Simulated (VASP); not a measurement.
A run of VASP 6.6.1 is set up as follows.

Contents of INCAR:

```
PREC = Accurate
ENCUT = 600
EDIFF = 1E-6
ISMEAR = -1
SIGMA = 0.05
LREAL = F
LASPH = T
NELM = 100
ALGO = Normal
ISIF = 3
LWAVE = F
LCHARG = F
GGA = PS
IBRION = 2
NSW = 100
EDIFFG = -0.002
PSTRESS = 100.0
```

The input KPOINTS:

```
regular mesh
0
Gamma
  14 14 14
```

The input POSCAR:

```
LuPd
1.0
    3.3879384126      0.0000000000      0.0000000000
    0.0000000000      3.3879384126      0.0000000000
    0.0000000000      0.0000000000      3.3879384126
Lu Pd
1 1
Direct
    0.0000000000      0.0000000000      0.0000000000
    0.5000000000      0.5000000000      0.5000000000
```

Potentials or basis: VASP PAW PBE potentials, release 64 (Lu, Pd).

Run with:

```sh
$ cat potpaw_PBE.64/Lu/POTCAR potpaw_PBE.64/Pd/POTCAR > POTCAR
$ mpirun -np 1 vasp_std > vasp.out
```

(1) Predict the relaxed cell.

(2) Estimate the relaxed volume.

Answers

(1) a = 3.308 Å, b = 3.308 Å, c = 3.308 Å, α = 90.00°, β = 90.00°, γ = 90.00°.

(2) 18.10 Å³/atom.

Caveat: the cell is relaxed towards a set pressure, so the run minimises the enthalpy, not the energy; the PAW data sets were made with another functional, which shifts forces and pressure a little.
